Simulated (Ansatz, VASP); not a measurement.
**KMgH3: VASP beside Ansatz**

The input INCAR:

```
ALGO = Normal
EDIFF = 1E-7
ENCUT = 520
GGA = CA
ISIF = 2
ISMEAR = 0
LASPH = T
LCHARG = T
LELF = T
LREAL = F
LVHAR = T
LWAVE = F
NBANDS = 15
NELM = 80
PREC = Accurate
SIGMA = 0.05
```

Contents of KPOINTS:

```
k-points
0
Gamma
  8 8 8
```

Contents of POSCAR:

```
KMgH3
1.0
    4.0250000000      0.1760937500      0.0000000000
    0.1760937500      4.0250000000      0.0000000000
    0.0000000000      0.0000000000      4.0250000000
K Mg H
1 1 3
Direct
    0.0000000000      0.0000000000      0.0000000000
    0.5000000000      0.5000000000      0.5000000000
    0.0000000000      0.5000000000      0.5000000000
    0.5000000000      0.0000000000      0.5000000000
    0.5000000000      0.5000000000      0.0000000000
```

Input for Ansatz:

```yaml
crystal:
  lattice:
    - [4.025, 0.17609375, 0.0]
    - [0.17609375, 4.025, 0.0]
    - [0.0, 0.0, 4.025]
  atoms:
    - { symbol: K, position: [0.0, 0.0, 0.0] }
    - { symbol: Mg, position: [0.5, 0.5, 0.5] }
    - { symbol: H, position: [0.0, 0.5, 0.5] }
    - { symbol: H, position: [0.5, 0.0, 0.5] }
    - { symbol: H, position: [0.5, 0.5, 0.0] }
basis:
  ecutwfc: 420
kpoints:
  mp_grid: { grid: [8, 8, 8] }
hamiltonian:
  xc: lda
scf:
  occupations: { method: gaussian, width: 0.05 }
output:
  forces: true
  stress: true
  eigenvalues: true
```

Change from the starting cell: strain +0.0875 x Voigt [0, 0, 0, 0, 0, 1], atoms carried along.

Alike in both runs: task single point; functional LDA; k mesh 8 × 8 × 8; occupations gaussian, width 0.05 eV; no spin polarisation.

```csv
,VASP,Ansatz
version,VASP 6.6.1,Ansatz 0.2.0
potentials or method,"VASP PAW LDA potentials, release 64 (K_sv, Mg, H), cutoff 520 eV","scalar-relativistic, plane waves, PAW"
valence electrons in the cell,14,22
```

```tsv
	VASP	Ansatz	Ansatz less VASP
gap on the k mesh at the Fermi level (eV)	1.98	1.98	+0.003
least direct gap on the mesh (eV)	3.89	3.89	-0.003
pressure (GPa)	-3.0	-2.8	+0.26
traceless stress, the component that is largest in VASP (GPa)	-3.21	-3.17	+0.043
```

LDA's correlation is that of Perdew and Zunger in VASP and of Perdew and Wang (1992) in Ansatz. VASP's potentials hold 14 valence electrons a cell and Ansatz's 22, so a difference there can come from the potentials and not from the codes.
